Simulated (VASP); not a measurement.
# TaN (R-3m) in VASP: a series of runs

The runs below take TaN through single point, with PBE.

Program: VASP 6.6.1. These are calculated values, not measurements. Logs are shortened: lines on timing, memory, paths and dates and some standing lists are left out, and cuts for length are marked.

**1. The cell of the first run**

It takes space group R-3m (No. 166, trigonal). The conventional cell has a = 2.617 Å, b = 2.617 Å, c = 10.898 Å, α = 90.00°, β = 90.00°, γ = 120.00°. Within 3.1 Å of Ta (site symmetry -3m) lie 6 N at 2.36 Å and 6 Ta at 2.62 Å. Within 3.1 Å of N (site symmetry -3m) lie 6 Ta at 2.36 Å and 6 N at 2.62 Å.

**2. Single point, PBE**

INCAR reads:

```
SYSTEM = TaN
PREC = Accurate
ENCUT = 520
EDIFF = 1E-6
ISMEAR = 0
SIGMA = 0.15
LREAL = .FALSE.
LASPH = .TRUE.
NELM = 80
ALGO = Normal
ISIF = 2
LWAVE = .FALSE.
LCHARG = .FALSE.
GGA = PE
NBANDS = 15
```

KPOINTS reads:

```
Automatic mesh
0
G
  26 26 26
  0 0 0
```

POSCAR reads:

```
TaN
1.0
    0.8636034734      2.7141823450      2.7141823450
    2.7141823450      0.8636034734      2.7141823450
    2.7141823450      2.7141823450      0.8636034734
Ta N
1 1
Direct
    0.5000000000      0.5000000000      0.5000000000
    0.0000000000      0.0000000000      0.0000000000
```

Potentials or basis: VASP PAW PBE potentials, release 64 (Ta_pv, N).

Started as:

```bash
cat potpaw_PBE.64/Ta_pv/POTCAR potpaw_PBE.64/N/POTCAR > POTCAR
mpirun -np 1 vasp_std > vasp.out
```

OUTCAR:

```text
SYSTEM = TaN
   PREC = Accurate
   ENCUT = 520
   EDIFF = 1E-6
   ISMEAR = 0
   LREAL = .FALSE.
   LASPH = .TRUE.
   NELM = 80
   ISIF = 2
   GGA = PE

 ion  position               nearest neighbor table
   1  0.500  0.500  0.500-   2 2.36   2 2.36   2 2.36   2 2.36   2 2.36   2 2.36
   2  0.000  0.000  0.000-   1 2.36   1 2.36   1 2.36   1 2.36   1 2.36   1 2.36

  LATTYP: Found a trigonal (rhomboedric) cell.
 ALAT       =     3.9343846486
 COS(alpha) =     0.7787610619

  Lattice vectors:

 A1 = (   0.8636034734,   2.7141823450,   2.7141823450)
 A2 = (   2.7141823450,   0.8636034734,   2.7141823450)
 A3 = (   2.7141823450,   2.7141823450,   0.8636034734)

Analysis of symmetry for initial positions (statically):
=====================================================================
 Subroutine PRICEL returns:
 Original cell was already a primitive cell.

 Routine SETGRP: Setting up the symmetry group for a
 trigonal (rhombohedral) supercell.

 Subroutine GETGRP returns: Found 12 space group operations
 (whereof 12 operations were pure point group operations)
 out of a pool of 12 trial point group operations.

The static configuration has the point symmetry D_3d.

Analysis of symmetry for dynamics (positions and initial velocities):
=====================================================================
 Subroutine PRICEL returns:
 Original cell was already a primitive cell.

 Routine SETGRP: Setting up the symmetry group for a
 trigonal (rhombohedral) supercell.

 Subroutine GETGRP returns: Found 12 space group operations
 (whereof 12 operations were pure point group operations)
 out of a pool of 12 trial point group operations.

The dynamic configuration has the point symmetry D_3d.

 Subroutine INISYM returns: Found 12 space group operations
 (whereof 12 operations are pure point group operations),
 and found     1 'primitive' translations

----------------------------------------------------------------------------------------

                                     Primitive cell

  volume of cell :      21.5477

  direct lattice vectors                    reciprocal lattice vectors
     0.863603473  2.714182345  2.714182345    -0.307270044  0.233101413  0.233101413
     2.714182345  0.863603473  2.714182345     0.233101413 -0.307270044  0.233101413
     2.714182345  2.714182345  0.863603473     0.233101413  0.233101413 -0.307270044

  length of vectors
     3.934384649  3.934384649  3.934384649     0.450652213  0.450652213  0.450652213

  position of ions in fractional coordinates (direct lattice)
     0.500000000  0.500000000  0.500000000
     0.000000000  0.000000000  0.000000000

  ion indices of the primitive-cell ions
   primitive index   ion index
                 1           1
                 2           2

----------------------------------------------------------------------------------------

 KPOINTS: Automatic mesh

Automatic generation of k-mesh.
 Grid dimensions read from file:
 generate k-points for:   26   26   26

 Generating k-lattice:

  Cartesian coordinates                     Fractional coordinates (reciprocal lattice)
    -0.011818079  0.008965439  0.008965439     0.038461538  0.000000000 -0.000000000
     0.008965439 -0.011818079  0.008965439     0.000000000  0.038461538 -0.000000000
     0.008965439  0.008965439 -0.011818079     0.000000000  0.000000000  0.038461538

  Length of vectors
     0.017332777  0.017332777  0.017332777

  Shift w.r.t. Gamma in fractional coordinates (k-lattice)
     0.000000000  0.000000000  0.000000000

 Subroutine IBZKPT returns following result:
 ===========================================

 Found   1652 irreducible k-points:

 Following reciprocal coordinates:
            Coordinates               Weight
  0.000000  0.000000  0.000000      1.000000
  0.038462  0.000000  0.000000      6.000000
  0.076923  0.000000  0.000000      6.000000
  0.115385  0.000000  0.000000      6.000000
  0.153846 -0.000000  0.000000      6.000000
  0.192308  0.000000  0.000000      6.000000
[... 16 lines left out ...]
  0.346154  0.038462 -0.000000     12.000000
  0.384615  0.038462 -0.000000     12.000000
 [... further k-points ...]
   k-points           NKPTS =   1652   k-points in BZ     NKDIM =   1652   number of bands    NBANDS=     15
   number of dos      NEDOS =    301   number of ions     NIONS =      2
   total plane-waves  NPLWV =  27000
   dimension x,y,z NGX =    30 NGY =   30 NGZ =   30
   dimension x,y,z NGXF=    60 NGYF=   60 NGZF=   60
   ions per type =               1   1
   NGX,Y,Z   is equivalent  to a cutoff of  12.68, 12.68, 12.68 a.u.
   NGXF,Y,Z  is equivalent  to a cutoff of  25.35, 25.35, 25.35 a.u.
 SYSTEM =  TaN
   PREC   = accura    normal or accurate (medium, high low for compatibility)
   ISTART =      0    job   : 0-new  1-cont  2-samecut
   ICHARG =      2    charge: 1-file 2-atom 10-const
   ISPIN  =      1    spin polarized calculation?
   LNONCOLLINEAR =      F non collinear calculations
   LSORBIT =      F    spin-orbit coupling
   LASPH  =      T    aspherical Exc in radial PAW
   ENCUT  =  520.0 eV  38.22 Ry    6.18 a.u.   7.32  7.32  7.32*2*pi/ulx,y,z
   NELM   =     80;   NELMIN=  2; NELMDL= -5     # of ELM steps
   EDIFF  = 0.1E-05   stopping-criterion for ELM
   LREAL  =      F    real-space projection
   EDIFFG = 0.1E-04   stopping-criterion for IOM
   NSW    =      0    number of steps for IOM
   IBRION =     -1    ionic relax: 0-MD 1-quasi-New 2-CG
   NFREE  =      0    steps in history (QN), initial steepest desc. (CG)
   ISIF   =      2    stress and relaxation
   ISYM   =      2    0-nonsym 1-usesym 2-fastsym
   POTIM  = 0.5000    time-step for ionic-motion
   TEBEG  =    0.0;   TEEND  =   0.0 temperature during run
   PSTRESS=    0.0 pullay stress
   NELECT =      16.0000    total number of electrons
   NUPDOWN=      -1.0000    fix difference up-down
   EMIN   =  10.00;   EMAX   =-10.00  energy-range for DOS
   EFERMI =   0.00;   METHOD = LEGACY
   ISMEAR =     0;   SIGMA  =   0.15  broadening in eV -4-tet -1-fermi 0-gaus
   EFERMI_NEDOS =   21; number of points for ismear=-14 and -15
   IALGO  =     38    algorithm
   IMIX   =      4    mixing-type and parameters
     AMIX     =   0.40;   BMIX     =  1.00
     AMIX_MAG =   1.60;   BMIX_MAG =  1.00
  volume/ion in A,a.u.               =      10.77        72.71
  Fermi-wavevector in a.u.,A,eV,Ry     =   1.482453  2.801430 29.901072  2.197667
  Thomas-Fermi vector in A             =   2.596237
   LORBIT       =      0    0 simple, 1 ext, 2 COOP (PROOUT), +10 PAW based schemes
   GGA     = PE    functional components
   LHFCALC =     F    Hartree Fock is set to
   AEXX    =    0.0000 exact exchange contribution
   IVDW    =     0    specifies the selected vdW correction
   LEPSILON=     F    determine dielectric tensor
   LRPA    =     F    only Hartree local field effects (RPA)
 non-spin polarized calculation
 Gauss-broadening in eV      SIGMA  =   0.15
  energy-cutoff  :      520.00
  volume of cell :       21.55
 maximum number of plane-waves:       598
 NGX is ok and might be reduce to    30

 number of electron      16.0000000 magnetization

 Free energy of the ion-electron system (eV)
  ---------------------------------------------------
  ext. energy  EPLUGINS =         0.00000000
  ---------------------------------------------------
  free energy    TOTEN  =       -18.92570958 eV

  energy without entropy =      -18.91589372  energy(sigma->0) =      -18.92080165

 E-fermi :   7.2900     XC(G=0): -13.3625

 val. band max:        7.2886961447   @ k =   0.2308   0.0385  -0.0000
 cond. band min:       7.2915388814   @ k =   0.2308   0.0769   0.0769
 fundamental gap:      0.0028427367
 Fermi energy:         7.2899869724

 k-point     1 :       0.0000    0.0000    0.0000
  band No.  band energies     occupation
      1     -27.4013      2.00000
      2     -26.1042      2.00000
      3     -26.1042      2.00000
      4      -9.0261      2.00000
      5       1.7658      2.00000
      6       3.7462      2.00000
      7       7.5272      0.02531
      8       7.5272      0.02531
      9       8.4898      0.00000
     10       8.4898      0.00000
     11      12.2708      0.00000
     12      12.2708      0.00000
     13      13.3165      0.00000
     14      20.0049      0.00000
     15      21.2643      0.00000

 k-point     2 :       0.0385    0.0000    0.0000
  band No.  band energies     occupation
      1     -27.3954      2.00000
      2     -26.1466      2.00000
      3     -26.1130      2.00000
      4      -8.9862      2.00000
      5       1.8484      2.00000
      6       3.6978      2.00000
      7       7.4404      0.15607
      8       7.6058      0.00290
      9       8.3325      0.00000
     10       8.4186      0.00000
     11      12.2960      0.00000
     12      12.3282      0.00000
     13      13.4198      0.00000
     14      20.1774      0.00000
     15      21.2643      0.00000

 k-point     3 :       0.0769    0.0000    0.0000
  band No.  band energies     occupation
      1     -27.3780      2.00000
      2     -26.2701      2.00000
      3     -26.1389      2.00000
      4      -8.8683      2.00000
      5       2.0765      2.00000
      6       3.5728      2.00000
      7       7.1599      1.78009
      8       7.8366      0.00000
      9       7.9510      0.00000
     10       8.2259      0.00000
     11      12.3655      0.00000
     12      12.4836      0.00000
     13      13.6945      0.00000
     14      20.6476      0.00000
     15      21.2643      0.00000

 k-point     4 :       0.1154    0.0000    0.0000
  band No.  band energies     occupation
      1     -27.3499      2.00000
      2     -26.4640      2.00000
      3     -26.1801      2.00000
      4      -8.6776      2.00000
      5       2.3548      2.00000
      6       3.4638      2.00000
      7       6.6363      2.00000
      8       7.5480      0.01499
      9       7.9126      0.00000
     10       8.2536      0.00000
     11      12.4747      0.00000
     12      12.6993      0.00000
     13      14.0647      0.00000
     14      21.2641      0.00000
     15      21.2885      0.00000
[... 307 lines left out ...]
 k-point    22 :       0.3077    0.0385   -0.0000
  band No.  band energies     occupation
      1     -27.7479      2.00000
      2     -27.1420      2.00000
      3     -26.4874      2.00000
      4      -7.1077      2.00000
      5       1.2568      2.00000
      6       2.7838      2.00000
      7       4.8918      2.00000
      8       6.3817      2.00000
      9       8.1885      0.00000
     10      11.8225      0.00000
     11      13.1258      0.00000
     12      13.6959      0.00000
     13      15.7240      0.00000
     14      21.1162      0.00000
     15      21.2876      0.00000

 k-point    23 :       0.3462    0.0385   -0.0000
  band No.  band energies     occupation
      1     -28.0116      2.00000
      2     -27.0937      2.00000
      3     -26.5533      2.00000
      4      -6.6923      2.00000
      5       0.9433      2.00000
      6       2.0095      2.00000
      7       4.7873      2.00000
      8       6.1192      2.00000
      9       9.2336      0.00000
     10      12.8364      0.00000
     11      13.2855      0.00000
     12      13.8359      0.00000
     13      15.8856      0.00000
     14      20.5310      0.00000
     15      21.2681      0.00000

 k-point    24 :       0.3846    0.0385   -0.0000
  band No.  band energies     occupation
      1     -28.2378      2.00000
      2     -27.0505      2.00000
      3     -26.6108      2.00000
      4      -6.2853      2.00000
      5       0.6736      2.00000
      6       1.3098      2.00000
      7       4.6611      2.00000
      8       5.8867      2.00000
      9      10.4005      0.00000
     10      13.4263      0.00000
     11      13.7102      0.00000
     12      14.0894      0.00000
     13      15.9372      0.00000
     14      20.0969      0.00000
     15      21.2640      0.00000

 [... further k-points ...]
[... 5 lines left out ...]
  --------------------------------------------------------------------------------------
  -------------------------------------------------------------------------------------
  Total        2.4229962      2.4229962      2.4229962     -7.7928281     -7.7928281     -7.7928281
  in kB      180.1613363    180.1613363    180.1613363   -579.4339850   -579.4339850   -579.4339850
  external PRESSURE =     180.1613363 kB  Pullay stress =       0.0000000 kB

 VOLUME and BASIS-vectors are now :
 -----------------------------------------------------------------------------
  energy-cutoff  :      520.00
  volume of cell :       21.55
      direct lattice vectors                 reciprocal lattice vectors
     0.863603473  2.714182345  2.714182345    -0.307270044  0.233101413  0.233101413
     2.714182345  0.863603473  2.714182345     0.233101413 -0.307270044  0.233101413
     2.714182345  2.714182345  0.863603473     0.233101413  0.233101413 -0.307270044

 POSITION                                       TOTAL-FORCE (eV/Angst)
 -----------------------------------------------------------------------------------
      3.14598      3.14598      3.14598        -0.000000      0.000000      0.000000
      0.00000      0.00000      0.00000         0.000000     -0.000000     -0.000000
 -----------------------------------------------------------------------------------
    total drift:                               -0.000000     -0.000000      0.000000

  FREE ENERGIE OF THE ION-ELECTRON SYSTEM (eV)
  ---------------------------------------------------
  free  energy   TOTEN  =       -18.9257095787 eV

  energy  without entropy=      -18.9158937228  energy(sigma->0) =      -18.92080165
```

Wall time 25 min (1 thread of AMD EPYC 9R45, shared host); peak memory 0.61 GiB.

What came out:

```
Free energy            : -18.9257 eV
Pressure               : 18.0 GPa
Band gap on the k mesh : zero (band 8 reaches 7.87 eV, above the bottom of band 9 at 6.72 eV)
```

Caveat: spin-orbit coupling is left out, which moves the levels of the heavy elements.

**3. Single point, PBE**

This run uses another cell than the first one, of the same volume but with other edges.

Changes to INCAR since step 2:

```diff
@@ -8,3 +8,3 @@
 LASPH = .TRUE.
-NELM = 80
+NELM = 60
 ALGO = Normal
```

KPOINTS reads:

```
regular mesh
0
G
  26 26 26
  0 0 0
```

POSCAR reads:

```
TaN
1.0
   -0.1055933021      2.1571203146      2.1571203146
    2.1571203146     -0.1055933021      2.1571203146
    2.1571203146      2.1571203146     -0.1055933021
Ta N
1 1
Direct
    0.5000000000      0.5000000000      0.5000000000
    0.0000000000      0.0000000000      0.0000000000
```

Potentials or basis: VASP PAW PBE potentials, release 64 (Ta_pv, N).

Started as:

```bash
cat potpaw_PBE.64/Ta_pv/POTCAR potpaw_PBE.64/N/POTCAR > POTCAR
mpirun -np 1 vasp_std > vasp.out
```

It took 11 min on 1 thread of AMD EPYC 9R45, shared host; peak memory 0.57 GiB.

It converged, with:

```yaml
Free_energy: -21.8007 eV
Pressure: 1.0 GPa
Band_gap_on_the_k_mesh: zero (band 8 reaches 11.62 eV, above the bottom of band 9 at 6.90 eV)
```

Stress tensor (GPa, compression positive):
```
1.01 3.46 3.46
3.46 1.01 3.46
3.46 3.46 1.01
```

Levels at points of the mesh, in eV from the Fermi level:
```
           k point  band 6  band 7  band 8  band 9  band 10  band 11
(0.00, 0.00, 0.00)   -3.82   -3.44   -2.43   -2.43    -1.37     0.19
(0.50, 0.00, 0.00)   -7.58   -6.88    1.19    1.26     2.99     3.97
(0.50, 0.50, 0.00)   -5.32   -4.74   -4.31    2.02     3.27     3.66
(0.50, 0.50, 0.50)   -7.83   -7.83    2.28    2.36     2.36     3.63
```

Caveat: spin-orbit coupling is left out, which moves the levels of the heavy elements.

**4. Single point, PBE**

This run uses another cell than the first one, of the same volume but with other edges.

INCAR reads:

```
PREC = Accurate ; ENCUT = 520
EDIFF = 1E-6 ; ISMEAR = 0
SIGMA = 0.15 ; LREAL = False
LASPH = True ; NELM = 60
ALGO = Normal ; ISIF = 2
LWAVE = False ; LCHARG = False
GGA = PE ; NBANDS = 15
```

KPOINTS reads:

```
regular mesh
0
Gamma
  26 26 26
```

POSCAR reads:

```
TaN
1.0
    0.1148104404      2.2675061970      2.2675061970
    2.2675061970      0.1148104404      2.2675061970
    2.2675061970      2.2675061970      0.1148104404
Ta N
1 1
Direct
    0.5000000000      0.5000000000      0.5000000000
    0.0000000000      0.0000000000      0.0000000000
```

Started as:

```bash
cat potpaw_PBE.64/Ta_pv/POTCAR potpaw_PBE.64/N/POTCAR > POTCAR
mpirun -np 1 vasp_std > vasp.out
```

It took 12 min on 1 thread of AMD EPYC 9R45, shared host; peak memory 0.59 GiB.

It converged, with:

```yaml
Free_energy: -21.8031 eV
Pressure: 1.1 GPa
Band_gap_on_the_k_mesh: zero (band 8 reaches 10.86 eV, above the bottom of band 9 at 7.66 eV)
```

Stress tensor (GPa, compression positive):
```
 1.09 -2.80 -2.80
-2.80  1.09 -2.80
-2.80 -2.80  1.09
```

Levels at points of the mesh, in eV from the Fermi level:
| k point | band 6 | band 7 | band 8 | band 9 | band 10 | band 11 |
| --- | --- | --- | --- | --- | --- | --- |
| (0.00, 0.00, 0.00) | -3.51 | -3.51 | -2.85 | -1.66 | -1.66 | 0.24 |
| (0.50, 0.00, 0.00) | -7.88 | -7.13 | 0.81 | 2.67 | 2.82 | 3.81 |
| (0.50, 0.50, 0.00) | -5.31 | -4.70 | -4.29 | 2.04 | 3.29 | 3.70 |
| (0.50, 0.50, 0.50) | -6.89 | -6.89 | 1.54 | 1.54 | 1.58 | 4.22 |

Caveat: spin-orbit coupling is left out, which moves the levels of the heavy elements.

**5. Overview**

| cell | gap on the mesh (eV) | pressure (GPa) |
| --- | --- | --- |
| a = 3.934 Å, angles 38.9°, 2 atoms | none | 18.0 |
| a = 3.052 Å, angles 63.2°, 2 atoms | none | 1.0 |
| a = 3.209 Å, angles 56.6°, 2 atoms | none | 1.1 |

Alike in all rows: task single point; level PBE; potentials or basis VASP PAW PBE potentials, release 64 (Ta_pv, N); no spin polarisation; k mesh 26 × 26 × 26; cutoff (eV) 520; smearing gaussian 0.15 eV.

Caveats: spin-orbit coupling is left out, which moves the levels of the heavy elements.

Total energies depend on the potentials used, so only differences within one code and one set of settings carry meaning.
